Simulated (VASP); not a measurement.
A run of VASP 6.6.1 is set up as follows.

File INCAR:

```
SYSTEM = W
ALGO = Fast ; EDIFF = 1E-7
ENCUT = 520 ; ISIF = 2
ISMEAR = 0 ; LASPH = .True.
LCHARG = .False. ; LREAL = .False.
LWAVE = .False. ; NBANDS = 13
NELM = 80 ; PREC = Accurate
SIGMA = 0.15
```

File KPOINTS:

```
k-points
0
Gamma
  22 22 22
  0 0 0
```

POSCAR

```
W
1.0
    0.0000000000      2.2291163215      1.4765666514
    2.2291163215      0.0000000000      1.4765666514
    2.2291163215      2.2291163215      0.0000000000
W
1
Direct
    0.0000000000      0.0000000000      0.0000000000
```

Potentials or basis: VASP PAW LDA potentials, release 64 (W_sv).

Launch:

```sh
$ cat potpaw_LDA.64/W_sv/POTCAR > POTCAR
$ mpirun -np 1 vasp_std > vasp.out
```

Task: Predict the band gap on the k mesh.

Result: Zero (bands 7 and 8 overlap by 6.93 eV).

Task: What does it give for the pressure?

Result: 21.4 GPa.

Stress tensor (GPa, compression positive):
```
12.83  0.00  0.00
 0.00 12.83  0.00
 0.00  0.00 38.48
```

Caveat: the stress differs along the axes, from 13 to 38 GPa; spin-orbit coupling is left out, which moves the levels of the heavy elements.
